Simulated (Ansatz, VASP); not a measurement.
# TiC in VASP and in Ansatz

Contents of INCAR:

```
SYSTEM = TiC
ALGO = Normal
EDIFF = 1E-7
ENCUT = 520
GGA = PE
ISIF = 2
ISMEAR = 0
LASPH = .True.
LCHARG = .False.
LREAL = .False.
LWAVE = .False.
NBANDS = 15
NELM = 60
PREC = Accurate
SIGMA = 0.15
```

File KPOINTS:

```
k-points
0
Gamma
  18 18 18
  0 0 0
```

File POSCAR:

```
TiC
1.0
    0.0202334000      2.1640000000      2.1640000000
    2.1640000000      0.0202334000      2.1640000000
    2.1842334000      2.1842334000      0.0000000000
Ti C
1 1
Direct
    0.0000000000      0.0000000000      0.0000000000
    0.5000000000      0.5000000000      0.5000000000
```

Input for Ansatz:

```yaml
crystal:
  lattice:
    - [0.0202334, 2.164, 2.164]
    - [2.164, 0.0202334, 2.164]
    - [2.1842334, 2.1842334, 0.0]
  atoms:
    - { symbol: Ti, position: [0.0, 0.0, 0.0] }
    - { symbol: C, position: [0.5, 0.5, 0.5] }
basis:
  ecutwfc: 420
kpoints:
  mp_grid: { grid: [18, 18, 18] }
hamiltonian:
  xc: pbe
scf:
  occupations: { method: gaussian, width: 0.15 }
output:
  forces: true
  stress: true
  eigenvalues: true
```

Change from the starting cell: strain +0.0187 x Voigt [0, 0, 0, 0, 0, 1], atoms carried along.

Alike in both runs: task single point; functional PBE; k mesh 18 × 18 × 18; occupations gaussian, width 0.15 eV; no spin polarisation.

|  | VASP | Ansatz |
| --- | --- | --- |
| version | VASP 6.6.1 | Ansatz 0.2.0 |
| potentials or method | VASP PAW PBE potentials, release 64 (Ti_sv, C), cutoff 520 eV | scalar-relativistic, plane waves, PAW |
| valence electrons in the cell | 16 | 16 |

Ansatz gave:

```
gap on the k mesh at the Fermi level (eV)                     : none
pressure (GPa)                                                : 0.9
traceless stress, the component that is largest in VASP (GPa) : -3.14
```

Q: Estimate VASP's values.

A: gap on the k mesh at the Fermi level (eV): none; pressure (GPa): 1.1; traceless stress, the component that is largest in VASP (GPa): -3.13.

A gap of «none» marks a metal or a gap that the smearing closes.
